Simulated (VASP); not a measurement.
Write the native input for VASP 6.6.1 that does the following.

| Property | Result |
| --- | --- |
| Task | single point |
| Functional | PBEsol |
| Potentials or basis | VASP PAW PBE potentials, release 64 (Re) |
| Cutoff | 520 eV |
| k mesh | 8 × 8 × 8 |
| Occupations | fermi-dirac, width 0.1 eV |
| Spin | no spin polarisation |
| Dipole correction | no |
| Further INCAR settings | ALGO = Normal; EDIFF = 1e-06; NBANDS = 10 |

The structure of Re lies in POSCAR:

```
Re
1.0
    0.0000000000      1.9394505813      1.9394505813
    1.9394505813      0.0000000000      1.9394505813
    1.9394505813      1.9394505813      0.0000000000
Re
1
Direct
    0.0000000000      0.0000000000      0.0000000000
```

This isn't the form of Re at room conditions, which is hcp.

These files were run (other wordings do the same):

INCAR

```
ALGO = Normal ; EDIFF = 1E-6
ENCUT = 520 ; GGA = PS
ISIF = 2 ; ISMEAR = -1
LASPH = True ; LCHARG = False
LREAL = False ; LWAVE = False
NBANDS = 10 ; NELM = 100
PREC = Accurate ; SIGMA = 0.1
```

KPOINTS

```
k-points
0
Gamma
  8 8 8
```

Potentials or basis: VASP PAW PBE potentials, release 64 (Re).

Launch:

```sh
$ cat potpaw_PBE.64/Re/POTCAR > POTCAR
$ mpirun -np 1 vasp_std > vasp.out
```

It gave:

```json
{
  "Pressure": "0.1 GPa",
  "Band gap on the k mesh": "zero (an odd number of electrons rules out a gap without spin polarisation)"
}
```

Caveat: the PAW data sets were made with another functional, which shifts forces and pressure a little; spin-orbit coupling is left out, which moves the levels of the heavy elements.

It took 2.3 s on 1 thread of Intel(R) Xeon(R) 6975P-C (Granite Rapids), on a shared host, peak memory 0.13 GiB.
